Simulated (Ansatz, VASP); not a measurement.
Given: the input of a run of VASP 6.6.1 on Sn.

Contents of INCAR:

```
PREC = Accurate
ENCUT = 520
EDIFF = 1E-6
ISMEAR = 0
SIGMA = 0.024
LREAL = F
LASPH = T
NELM = 80
ALGO = Fast
ISIF = 2
LWAVE = F
LCHARG = F
GGA = PE
NBANDS = 13
```

The input KPOINTS:

```
regular mesh
0
Gamma
  10 10 10
```

Contents of POSCAR:

```
Sn
1.0
   -2.0291894110      2.0291894110      1.6607599896
    2.0291894110     -2.0291894110      1.6607599896
    2.0291894110      2.0291894110     -1.6607599896
Sn
1
Direct
    0.0000000000      0.0000000000      0.0000000000
```

Potentials or basis: VASP PAW PBE potentials, release 64 (Sn_d).

Command:

```sh
$ cat potpaw_PBE.64/Sn_d/POTCAR > POTCAR
$ mpirun -np 1 vasp_std > vasp.out
```

Q: Set up the same calculation for Ansatz 0.2.0. Potentials there: Ansatz PAW.

A: As run (the cutoff follows the program's own potentials):

The input input.yaml:

```yaml
crystal:
  lattice:
    - [-2.029189411, 2.029189411, 1.6607599896]
    - [2.029189411, -2.029189411, 1.6607599896]
    - [2.029189411, 2.029189411, -1.6607599896]
  atoms:
    - { symbol: Sn, position: [0.0, 0.0, 0.0] }
hamiltonian:
  xc: pbe
  pseudopotentials: { kind: paw }
kpoints:
  mp_grid: { grid: [10, 10, 10] }
scf:
  occupations: { method: gaussian, width: 0.024 }
output:
  forces: true
  stress: true
  eigenvalues: true
```

Potentials or basis: Ansatz PAW.

Run with:

```sh
$ ansatz run input.yaml --threads 2 --pin off --max-ram 5632MiB --backend cpu --events-out ev --progress --plain --runs-dir out
```

Both were run:

|  | VASP | Ansatz | Ansatz less VASP |
| --- | --- | --- | --- |
| gap on the k mesh at the Fermi level (eV) | none | none | - |
| pressure (GPa) | 0.8 | 0.8 | -0.01 |
| traceless stress, the component that is largest in VASP (GPa) | 0.96 | 0.96 | -0.002 |

A gap of «none» marks a metal or a gap that the smearing closes. With one functional, cell and mesh, what is left measures potentials, basis and numerics.
